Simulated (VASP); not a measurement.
# CdSe (F-43m) in VASP: further runs, part 2 of 2

VASP 6.6.1.

### Step 5. Single point, LDA

This run uses another cell than the first one, of 28.22 Å³/atom, 1.083 times its volume.

Input file INCAR:

```
SYSTEM = CdSe
PREC     = Accurate       ! precision mode
ENCUT    = 500            ! plane-wave cutoff, eV
EDIFF    = 1E-6           ! SCF threshold, eV
ISMEAR   = 0              ! smearing method
SIGMA    = 0.01           ! smearing width, eV
LREAL    = .FALSE.        ! projectors in reciprocal space
LASPH    = .TRUE.         ! aspherical terms in the spheres
NELM     = 120            ! most SCF steps
ALGO     = Normal         ! electronic algorithm
ISIF     = 2              ! what is computed and relaxed
LWAVE    = .FALSE.        ! write WAVECAR
LCHARG   = .FALSE.        ! write CHGCAR
NBANDS   = 16             ! bands
GGA_COMPAT= .FALSE.
```

Input file KPOINTS:

```
Automatic mesh
0
G
  5 5 5
  0 0 0
```

Input file POSCAR:

```
CdSe
1.0
    0.0000000000      3.0444691835      3.0444691835
    3.0444691835      0.0000000000      3.0444691835
    3.0444691835      3.0444691835      0.0000000000
Cd Se
1 1
Direct
    0.0000000000      0.0000000000      0.0000000000
    0.7500000000      0.7500000000      0.7500000000
```

Potentials or basis: VASP PAW LDA potentials, release 64 (Cd, Se).

Started as:

```bash
> cat potpaw_LDA.64/Cd/POTCAR potpaw_LDA.64/Se/POTCAR > POTCAR
> mpirun -np 1 vasp_std > vasp.out
```

OUTCAR:

```text
SYSTEM = CdSe
   PREC = Accurate
   ENCUT = 500
   EDIFF = 1E-6
   ISMEAR = 0
   LREAL = .FALSE.
   LASPH = .TRUE.
   NELM = 120
   ISIF = 2

 ion  position               nearest neighbor table
   1  0.000  0.000  0.000-   2 2.64   2 2.64   2 2.64   2 2.64
   2  0.750  0.750  0.750-   1 2.64   1 2.64   1 2.64   1 2.64

  LATTYP: Found a face centered cubic cell.
 ALAT       =     6.0889383670

  Lattice vectors:

 A1 = (   0.0000000000,   3.0444691835,   3.0444691835)
 A2 = (   3.0444691835,   0.0000000000,   3.0444691835)
 A3 = (   3.0444691835,   3.0444691835,   0.0000000000)

Analysis of symmetry for initial positions (statically):
=====================================================================
 Subroutine PRICEL returns:
 Original cell was already a primitive cell.

 Routine SETGRP: Setting up the symmetry group for a
 face centered cubic supercell.

 Subroutine GETGRP returns: Found 24 space group operations
 (whereof 24 operations were pure point group operations)
 out of a pool of 48 trial point group operations.

The static configuration has the point symmetry T_d .

Analysis of symmetry for dynamics (positions and initial velocities):
=====================================================================
[... 146 lines left out ...]
 cond. band min:       1.1443666451   @ k =   0.0000   0.0000   0.0000
 fundamental gap:      0.3484071082
 Fermi energy:         0.8450715976

 k-point     1 :       0.0000    0.0000    0.0000
  band No.  band energies     occupation
      1     -11.8304      2.00000
      2      -7.1552      2.00000
      3      -7.1552      2.00000
      4      -7.1552      2.00000
      5      -6.7805      2.00000
      6      -6.7805      2.00000
[... 167 lines left out ...]
      3      -6.9764      2.00000
      4      -6.8333      2.00000
      5      -6.7612      2.00000
      6      -6.3853      2.00000
[... 8 lines left out ...]
     15      12.3934      0.00000
     16      14.3965      0.00000

------------------------ aborting loop because EDIFF is reached ----------------------------------------

  FORCE on cell =-STRESS in cart. coord.  units (eV):
  Direction    XX          YY          ZZ          XY          YZ          ZX
  --------------------------------------------------------------------------------------
  -------------------------------------------------------------------------------------
  Total       -0.5871692     -0.5871692     -0.5871692      0.0000000      0.0000000     -0.0000000
  in kB      -16.6689823    -16.6689823    -16.6689823      0.0000000      0.0000000     -0.0000000
  external PRESSURE =     -16.6689823 kB  Pullay stress =       0.0000000 kB

 VOLUME and BASIS-vectors are now :
 -----------------------------------------------------------------------------
  energy-cutoff  :      500.00
  volume of cell :       56.44
      direct lattice vectors                 reciprocal lattice vectors
     0.000000000  3.044469183  3.044469183    -0.164232242  0.164232242  0.164232242
     3.044469183  0.000000000  3.044469183     0.164232242 -0.164232242  0.164232242
     3.044469183  3.044469183  0.000000000     0.164232242  0.164232242 -0.164232242

 POSITION                                       TOTAL-FORCE (eV/Angst)
 -----------------------------------------------------------------------------------
      0.00000      0.00000      0.00000        -0.000000     -0.000000      0.000000
      4.56670      4.56670      4.56670         0.000000      0.000000     -0.000000
 -----------------------------------------------------------------------------------
    total drift:                               -0.000000     -0.000000      0.000000

  FREE ENERGIE OF THE ION-ELECTRON SYSTEM (eV)
  ---------------------------------------------------
  free  energy   TOTEN  =        -6.7363781907 eV

  energy  without entropy=       -6.7363781907  energy(sigma->0) =       -6.73637819
```

OSZICAR:

```text
N       E                     dE             d eps       ncg     rms          rms(c)
DAV:   1     0.104663585666E+03    0.10466E+03   -0.88925E+03   328   0.990E+02
DAV:   2    -0.303061163066E+01   -0.10769E+03   -0.10204E+03   384   0.244E+02
DAV:   3    -0.709772600539E+01   -0.40671E+01   -0.40585E+01   384   0.494E+01
DAV:   4    -0.711573925077E+01   -0.18013E-01   -0.18013E-01   392   0.323E+00
DAV:   5    -0.711584588032E+01   -0.10663E-03   -0.10663E-03   424   0.222E-01    0.618E+00
DAV:   6    -0.676767474605E+01    0.34817E+00   -0.52155E-01   456   0.907E+00    0.488E+00
DAV:   7    -0.673987856289E+01    0.27796E-01   -0.11857E-01   392   0.240E+00    0.209E+00
DAV:   8    -0.673668254609E+01    0.31960E-02   -0.12400E-02   328   0.137E+00    0.209E-01
DAV:   9    -0.673638781350E+01    0.29473E-03   -0.13635E-03   408   0.502E-01    0.433E-02
DAV:  10    -0.673637316468E+01    0.14649E-04   -0.12179E-04   360   0.152E-01    0.355E-02
DAV:  11    -0.673637863636E+01   -0.54717E-05   -0.18866E-05   392   0.371E-02    0.133E-02
DAV:  12    -0.673637819071E+01    0.44564E-06   -0.12258E-06   272   0.157E-02
   1 F= -.67363782E+01 E0= -.67363782E+01  d E =-.453350E-14
```

It took 8.3 s on 1 thread of Intel Xeon Platinum 8259CL at 2.50GHz (Skylake/Cascade Lake), shared host; peak memory 0.15 GiB.

Results:

```
Free energy            : -6.7364 eV
Pressure               : -1.7 GPa
Band gap on the k mesh : 0.35 eV, direct
```

Levels at points of the mesh, in eV from the valence-band top:
```csv
k point,band 7,band 8,band 9,band 10,band 11,band 12
"(0.00, 0.00, 0.00)",0.00,0.00,0.00,0.35,5.79,5.79
```

### Step 6. Summary

```csv
cell,gap on the mesh (eV),pressure (GPa)
"a = 4.192 Å, angles 60.0°, 2 atoms",0.51,3.2
"a = 4.231 Å, angles 60.0°, 2 atoms",0.46,1.3
"a = 4.268 Å, angles 60.0°, 2 atoms",0.40,-0.3
"a = 4.306 Å, angles 60.0°, 2 atoms",0.35,-1.7
```

Alike in all rows: task single point; level LDA; potentials or basis VASP PAW LDA potentials, release 64 (Cd, Se); no spin polarisation; k mesh 5 × 5 × 5; cutoff (eV) 500; smearing gaussian 0.01 eV.

Absolute energies hang on the potentials; compare differences alone.
